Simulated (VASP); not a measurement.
Crystal: CuO.

```
Cu O
1.0
     1.99097   -2.15355    0.00000
     1.99097    2.15355    0.00000
     0.00000    0.00000    5.15593
Cu O
2 2
Direct
  0.50000 0.00000 0.00000
  0.00000 0.50000 0.50000
  0.50000 0.50000 0.25000
  0.50000 0.50000 0.75000
```

- Program: VASP 6.6.1
- Task: relaxation of cell and atoms
- Functional: PBEsol
- Dispersion: D3(BJ)
- Potentials or basis: VASP PAW PBE potentials, release 64 (Cu, O)
- Cutoff: 600 eV
- k mesh: 9 × 9 × 5
- Occupations: fermi-dirac, width 0.05 eV
- Spin: no spin polarisation

At the start: pressure -8.6 GPa; volume 11.05 Å³/atom.

How do energy, volume and symmetry change on relaxing?

Over 32 steps the energy falls by 17.8 meV/atom and the volume is 10.47 Å³/atom (-5.2 %); space group Cccm (No. 66, to 0.1 Å) before, P4_2/mmc (No. 131, to 0.1 Å).

The path:
```tsv
step	energy change (eV)	largest force (eV/Å)	pressure (GPa)	volume (Å³)
1	0.0000	0.0000	-8.65	44.21
2	-0.0333	0.0000	7.06	40.50
3	-0.0653	0.0000	-0.21	41.96
4	-0.0653	0.0000	0.12	41.92
5	-0.0673	0.0000	0.27	41.84
6	-0.0684	0.0000	0.34	41.76
7	-0.0677	0.0000	0.56	41.59
8	-0.0686	0.0000	0.30	41.71
9	-0.0686	0.0000	-0.41	41.85
10	-0.0687	0.0000	-0.02	41.78
11	-0.0687	0.0000	-0.07	41.80
12	-0.0687	0.0000	-0.24	41.81
13	-0.0687	0.0000	-0.17	41.80
14	-0.0687	0.0000	0.08	41.80
15	-0.0688	0.0000	-0.17	41.83
16	-0.0689	0.0000	-0.49	41.88
17	-0.0689	0.0000	-0.37	41.88
18	-0.0690	0.0000	-0.28	41.87
19	-0.0691	0.0000	-0.26	41.85
20	-0.0693	0.0000	-0.07	41.82
21	-0.0694	0.0000	0.57	41.76
22	-0.0694	0.0000	0.42	41.78
23	-0.0695	0.0000	0.29	41.79
24	-0.0696	0.0000	0.45	41.80
25	-0.0699	0.0000	0.31	41.83
26	-0.0699	0.0000	0.30	41.88
27	-0.0703	0.0000	-0.15	41.95
28	-0.0704	0.0000	-0.18	41.99
29	-0.0705	0.0000	-0.68	42.05
30	-0.0705	0.0000	-0.50	42.02
31	-0.0708	0.0000	-0.17	41.96
32	-0.0710	0.0000	-0.01	41.90
```

Final structure:
```
CELL_PARAMETERS angstrom
2.02931 -2.02728 0.00000
2.02931 2.02728 0.00000
0.00000 0.00000 5.09224
ATOMIC_POSITIONS crystal
Cu 0.50000 0.00000 0.00000
Cu 0.00000 0.50000 0.50000
O 0.50000 0.50000 0.25000
O 0.50000 0.50000 0.75000
```

Caveat: the PAW data sets were made with another functional, which shifts forces and pressure a little.
